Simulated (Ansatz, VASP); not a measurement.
**Ru: VASP beside Ansatz**

Contents of INCAR:

```
PREC = Accurate ; ENCUT = 600
EDIFF = 1E-7 ; ISMEAR = 0
SIGMA = 0.1 ; LREAL = False
LASPH = True ; NELM = 100
ALGO = Fast ; ISIF = 3
LWAVE = False ; LCHARG = False
GGA = PE ; IVDW = 12
IBRION = 2 ; NSW = 70
EDIFFG = -0.005
```

File KPOINTS:

```
Automatic mesh
0
Gamma
  18 18 10
```

The input POSCAR:

```
Ru
1.0
    2.7200250912      0.0000000000      0.0000000000
   -1.3600125456      2.3556108279      0.0000000000
    0.0000000000      0.0000000000      4.2967694967
Ru
2
Direct
    0.3333333333      0.6666666667      0.2500000000
    0.6666666667      0.3333333333      0.7500000000
```

Input for Ansatz:

```yaml
crystal:
  lattice:
    - [2.7200250912, 0.0, 0.0]
    - [-1.3600125456, 2.3556108279, 0.0]
    - [0.0, 0.0, 4.2967694967]
  atoms:
    - { symbol: Ru, position: [0.3333333333, 0.6666666667, 0.25] }
    - { symbol: Ru, position: [0.6666666667, 0.3333333333, 0.75] }
basis:
  ecutwfc: 420
kpoints:
  mp_grid: { grid: [18, 18, 10] }
hamiltonian:
  xc: pbe
  dispersion: d3bj
scf:
  occupations: { method: gaussian, width: 0.1 }
output:
  forces: true
  stress: true
  eigenvalues: true
  write_density: true
  write_potential: true
  elf: true
  volumetric_format: npy
relax:
  adjacent_minimum: "off"
  f_tol: 0.005
  max_steps: 50
  cell: { stress_tol: 0.05 }
```

Alike in both runs: task relaxation of cell and atoms; functional PBE; dispersion D3(BJ); k mesh 18 × 18 × 10; occupations gaussian, width 0.1 eV; no spin polarisation.

```csv
,VASP,Ansatz
version,VASP 6.6.1,Ansatz 0.2.0
potentials or method,"VASP PAW PBE potentials, release 64 (Ru_pv), cutoff 600 eV","scalar-relativistic, plane waves, PAW"
valence electrons in the cell,28,32
```

```tsv
	VASP	Ansatz	Ansatz less VASP
gap on the k mesh at the Fermi level, each at its own relaxed structure (eV)	none	none	-
relaxed volume (Å³/atom)	13.44	13.44	+0.003
relaxed length of the cell vector where the two differ most in proportion (Å)	2.697	2.698	+0.0003
```

A gap of «none» marks a metal or a gap that the smearing closes. VASP's potentials hold 28 valence electrons a cell and Ansatz's 32, so a difference there can come from the potentials and not from the codes.
